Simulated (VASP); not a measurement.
# N (P6_3/mmc) in VASP: notebook, part 2 of 2

VASP 6.6.1.

### 3 Single point, r2SCAN

This run uses another cell than the first one, of 27.67 Å³/atom, 1.050 times its volume.

POSCAR reads:

```
N
1.0
    4.0829942799      0.0000000000      0.0000000000
   -2.0414971400      3.5359767699      0.0000000000
    0.0000000000      0.0000000000      7.6658937014
N
4
Direct
    0.3333333333      0.6666666667      0.3213101414
    0.3333333333      0.6666666667      0.1786898586
    0.6666666667      0.3333333333      0.8213101414
    0.6666666667      0.3333333333      0.6786898586
```

INCAR.step1 reads:

```
SYSTEM = N
PREC = Accurate
ENCUT = 520
ISMEAR = 0
SIGMA = 0.1
LREAL = .False.
LASPH = .True.
NELM = 100
NBANDS = 18
GGA = PE
ALGO = Normal
EDIFF = 1E-4
LWAVE = .True.
LCHARG = .False.
```

INCAR.step2 reads:

```
SYSTEM = N
PREC = Accurate
ENCUT = 520
EDIFF = 1E-6
ISMEAR = 0
SIGMA = 0.1
LREAL = .False.
LASPH = .True.
NELM = 100
ALGO = Normal
ISIF = 2
LWAVE = .False.
LCHARG = .True.
METAGGA = R2SCAN
LMIXTAU = .True.
LELF = .True.
LVHAR = .True.
NBANDS = 18
ISTART = 1
```

KPOINTS reads:

```
Automatic mesh
0
Gamma
  6 6 4
  0 0 0
```

Potentials or basis: VASP PAW PBE potentials, release 64 (N).

The run is started by

```
cat potpaw_PBE.64/N/POTCAR > POTCAR
cp INCAR.step1 INCAR
mpirun -np 1 vasp_std > vasp.out
cp INCAR.step2 INCAR
mpirun -np 1 vasp_std > vasp.out
```

OUTCAR:

```text
SYSTEM = N
   PREC = Accurate
   ENCUT = 520
   EDIFF = 1E-6
   ISMEAR = 0
   LREAL = .False.
   LASPH = .True.
   NELM = 100
   ISIF = 2
   METAGGA = R2SCAN
   ISTART = 1

 ion  position               nearest neighbor table
   1  0.333  0.667  0.321-   2 1.09
   2  0.333  0.667  0.179-   1 1.09
   3  0.667  0.333  0.821-   4 1.09
   4  0.667  0.333  0.679-   3 1.09

  LATTYP: Found a hexagonal cell.
 ALAT       =     4.0829942799
 C/A-ratio  =     1.8775176196

  Lattice vectors:

 A1 = (   4.0829942799,   0.0000000000,   0.0000000000)
 A2 = (  -2.0414971400,   3.5359767699,   0.0000000000)
 A3 = (   0.0000000000,   0.0000000000,   7.6658937014)

Analysis of symmetry for initial positions (statically):
=====================================================================
 Subroutine PRICEL returns:
 Original cell was already a primitive cell.

 Routine SETGRP: Setting up the symmetry group for a
 hexagonal supercell.

 Subroutine GETGRP returns: Found 24 space group operations
 (whereof 12 operations were pure point group operations)
 out of a pool of 24 trial point group operations.

The static configuration has the point symmetry D_3d.
 The point group associated with its full space group is D_6h.

Analysis of symmetry for dynamics (positions and initial velocities):
=====================================================================
 Subroutine PRICEL returns:
 Original cell was already a primitive cell.

 Routine SETGRP: Setting up the symmetry group for a
 hexagonal supercell.

 Subroutine GETGRP returns: Found 24 space group operations
 (whereof 12 operations were pure point group operations)
 out of a pool of 24 trial point group operations.

The dynamic configuration has the point symmetry D_3d.
 The point group associated with its full space group is D_6h.

 Subroutine INISYM returns: Found 24 space group operations
 (whereof 12 operations are pure point group operations),
 and found     1 'primitive' translations

----------------------------------------------------------------------------------------

                                     Primitive cell

  volume of cell :     110.6754

  direct lattice vectors                    reciprocal lattice vectors
     4.082994280  0.000000000  0.000000000     0.244918296  0.141403644  0.000000000
    -2.041497140  3.535976770  0.000000000     0.000000000  0.282807288  0.000000000
     0.000000000  0.000000000  7.665893701     0.000000000  0.000000000  0.130447935

  length of vectors
     4.082994280  4.082994280  7.665893701     0.282807288  0.282807288  0.130447935

  position of ions in fractional coordinates (direct lattice)
     0.333333333  0.666666667  0.321310141
     0.333333333  0.666666667  0.178689859
     0.666666667  0.333333333  0.821310141
     0.666666667  0.333333333  0.678689859

  ion indices of the primitive-cell ions
   primitive index   ion index
                 1           1
                 2           2
                 3           3
                 4           4

----------------------------------------------------------------------------------------

 KPOINTS: Automatic mesh

Automatic generation of k-mesh.
 Grid dimensions read from file:
 generate k-points for:    6    6    4

 Generating k-lattice:

  Cartesian coordinates                     Fractional coordinates (reciprocal lattice)
     0.040819716  0.023567274  0.000000000     0.166666667  0.000000000  0.000000000
     0.000000000  0.047134548  0.000000000     0.000000000  0.166666667  0.000000000
     0.000000000  0.000000000  0.032611984     0.000000000  0.000000000  0.250000000

  Length of vectors
     0.047134548  0.047134548  0.032611984

  Shift w.r.t. Gamma in fractional coordinates (k-lattice)
     0.000000000  0.000000000  0.000000000

 Subroutine IBZKPT returns following result:
 ===========================================

 Found     21 irreducible k-points:

 Following reciprocal coordinates:
            Coordinates               Weight
  0.000000  0.000000  0.000000      1.000000
  0.166667  0.000000  0.000000      6.000000
  0.333333  0.000000  0.000000      6.000000
  0.500000  0.000000  0.000000      3.000000
  0.166667  0.166667  0.000000      6.000000
  0.333333  0.166667  0.000000     12.000000
[... 13 lines left out ...]
  0.333333  0.166667  0.500000     12.000000
  0.333333  0.333333  0.500000      2.000000
   k-points           NKPTS =     21   k-points in BZ     NKDIM =     21   number of bands    NBANDS=     18
   number of dos      NEDOS =    301   number of ions     NIONS =      4
   total plane-waves  NPLWV =  54000
   dimension x,y,z NGX =    30 NGY =   30 NGZ =   60
   dimension x,y,z NGXF=    60 NGYF=   60 NGZF=  120
   ions per type =               4
   NGX,Y,Z   is equivalent  to a cutoff of  12.22, 12.22, 13.01 a.u.
   NGXF,Y,Z  is equivalent  to a cutoff of  24.43, 24.43, 26.02 a.u.
 SYSTEM =  N
   PREC   = accura    normal or accurate (medium, high low for compatibility)
   ISTART =      1    job   : 0-new  1-cont  2-samecut
   ICHARG =      0    charge: 1-file 2-atom 10-const
   ISPIN  =      1    spin polarized calculation?
   LNONCOLLINEAR =      F non collinear calculations
   LSORBIT =      F    spin-orbit coupling
   LASPH  =      T    aspherical Exc in radial PAW
   ENCUT  =  520.0 eV  38.22 Ry    6.18 a.u.   7.59  7.59 14.25*2*pi/ulx,y,z
   NELM   =    100;   NELMIN=  2; NELMDL=  0     # of ELM steps
   EDIFF  = 0.1E-05   stopping-criterion for ELM
   LREAL  =      F    real-space projection
   EDIFFG = 0.1E-04   stopping-criterion for IOM
   NSW    =      0    number of steps for IOM
   IBRION =     -1    ionic relax: 0-MD 1-quasi-New 2-CG
   NFREE  =      0    steps in history (QN), initial steepest desc. (CG)
   ISIF   =      2    stress and relaxation
   ISYM   =      2    0-nonsym 1-usesym 2-fastsym
   POTIM  = 0.5000    time-step for ionic-motion
   TEBEG  =    0.0;   TEEND  =   0.0 temperature during run
   PSTRESS=    0.0 pullay stress
   NELECT =      20.0000    total number of electrons
   NUPDOWN=      -1.0000    fix difference up-down
   EMIN   =  10.00;   EMAX   =-10.00  energy-range for DOS
   EFERMI =   0.00;   METHOD = LEGACY
   ISMEAR =     0;   SIGMA  =   0.10  broadening in eV -4-tet -1-fermi 0-gaus
   EFERMI_NEDOS =   21; number of points for ismear=-14 and -15
   IALGO  =     38    algorithm
   IMIX   =      4    mixing-type and parameters
     AMIX     =   0.40;   BMIX     =  1.00
     AMIX_MAG =   1.60;   BMIX_MAG =  1.00
  volume/ion in A,a.u.               =      27.67       186.72
  Fermi-wavevector in a.u.,A,eV,Ry     =   0.925553  1.749041 11.655402  0.856648
  Thomas-Fermi vector in A             =   2.051420
   LORBIT       =      0    0 simple, 1 ext, 2 COOP (PROOUT), +10 PAW based schemes
   METAGGA = R2SCAN    functional components
   LHFCALC =     F    Hartree Fock is set to
   AEXX    =    0.0000 exact exchange contribution
   IVDW    =     0    specifies the selected vdW correction
   LEPSILON=     F    determine dielectric tensor
   LRPA    =     F    only Hartree local field effects (RPA)
 non-spin polarized calculation
 Gauss-broadening in eV      SIGMA  =   0.10
  energy-cutoff  :      520.00
  volume of cell :      110.68
 maximum number of plane-waves:      3011
   NGX = 15   NGY = 15   NGZ = 29

 number of electron      19.9999994 magnetization

 Free energy of the ion-electron system (eV)
  ---------------------------------------------------
  ext. energy  EPLUGINS =         0.00000000
  ---------------------------------------------------
  free energy    TOTEN  =       -36.42837225 eV

  energy without entropy =      -36.42837225  energy(sigma->0) =      -36.42837225

 E-fermi :  -7.1809     XC(G=0):  -5.6787

 val. band max:       -7.6212715950   @ k =   0.0000   0.0000   0.0000
 cond. band min:       0.5420404132   @ k =   0.5000   0.0000   0.0000
 fundamental gap:      8.1633120082
 Fermi energy:        -7.1808635417

 k-point     1 :       0.0000    0.0000    0.0000
  band No.  band energies     occupation
      1     -27.1315      2.00000
      2     -27.1191      2.00000
      3     -11.6845      2.00000
      4     -11.1949      2.00000
      5      -9.1650      2.00000
      6      -9.1650      2.00000
[... 418 lines left out ...]
      5      -9.3579      2.00000
      6      -9.3579      2.00000
[... 10 lines left out ...]
     17       6.3419      0.00000
     18       6.3419      0.00000

------------------------ aborting loop because EDIFF is reached ----------------------------------------

  FORCE on cell =-STRESS in cart. coord.  units (eV):
  Direction    XX          YY          ZZ          XY          YZ          ZX
  --------------------------------------------------------------------------------------
  -------------------------------------------------------------------------------------
  Total       -0.2318540     -0.2318540      4.8852351      0.0000000      0.0000000      0.0000000
  in kB       -3.3564040     -3.3564040     70.7204614      0.0000000      0.0000000      0.0000000
  external PRESSURE =      21.3358844 kB  Pullay stress =       0.0000000 kB

 VOLUME and BASIS-vectors are now :
 -----------------------------------------------------------------------------
  energy-cutoff  :      520.00
  volume of cell :      110.68
      direct lattice vectors                 reciprocal lattice vectors
     4.082994280  0.000000000  0.000000000     0.244918296  0.141403644  0.000000000
    -2.041497140  3.535976770  0.000000000     0.000000000  0.282807288  0.000000000
     0.000000000  0.000000000  7.665893701     0.000000000  0.000000000  0.130447935

 POSITION                                       TOTAL-FORCE (eV/Angst)
 -----------------------------------------------------------------------------------
     -0.00000      2.35732      2.46313        -0.000000      0.000000      2.331846
     -0.00000      2.35732      1.36982        -0.000000      0.000000     -2.331846
      2.04150      1.17866      6.29608         0.000000     -0.000000      2.331846
      2.04150      1.17866      5.20276         0.000000     -0.000000     -2.331846
 -----------------------------------------------------------------------------------
    total drift:                               -0.000000      0.000000     -0.000000

  FREE ENERGIE OF THE ION-ELECTRON SYSTEM (eV)
  ---------------------------------------------------
  free  energy   TOTEN  =       -36.4283722461 eV

  energy  without entropy=      -36.4283722461  energy(sigma->0) =      -36.42837225
```

Wall time 2.3 min (1 thread of Intel Xeon Platinum 8259CL at 2.50GHz (Skylake/Cascade Lake), shared host); peak memory 0.23 GiB.

Results:

```yaml
Free_energy: -36.4284 eV
Pressure: 2.1 GPa
Largest_force: 2.332 eV/Å
Band_gap_on_the_k_mesh: 8.16 eV, indirect (least direct gap 8.26 eV)
```

Forces in eV/Å, atoms in the order of the input:
```
N    0.000  0.000  2.332
N    0.000  0.000 -2.332
N    0.000  0.000  2.332
N    0.000  0.000 -2.332
```

Levels at points of the mesh, in eV from the valence-band top:
| k point | band 6 | band 7 | band 8 | band 9 | band 10 | band 11 | band 12 | band 13 | band 14 | band 15 |
| --- | --- | --- | --- | --- | --- | --- | --- | --- | --- | --- |
| (0.00, 0.00, 0.00) | -1.54 | -1.50 | -1.50 | -0.77 | 0.00 | 8.93 | 8.93 | 9.22 | 9.22 | 11.12 |
| (0.50, 0.00, 0.00) | -1.81 | -1.63 | -1.55 | -0.34 | -0.10 | 8.16 | 8.68 | 8.71 | 9.25 | 12.78 |
| (0.00, 0.00, 0.50) | -1.52 | -1.52 | -1.52 | -0.36 | -0.36 | 9.08 | 9.08 | 9.08 | 9.08 | 11.31 |
| (0.50, 0.00, 0.50) | -1.82 | -1.59 | -1.59 | -0.23 | -0.23 | 8.44 | 8.44 | 8.95 | 8.95 | 13.41 |

Caveat: the standard files for N, O and F lose accuracy on very short bonds; the PAW data sets were made with another functional, which shifts forces and pressure a little.
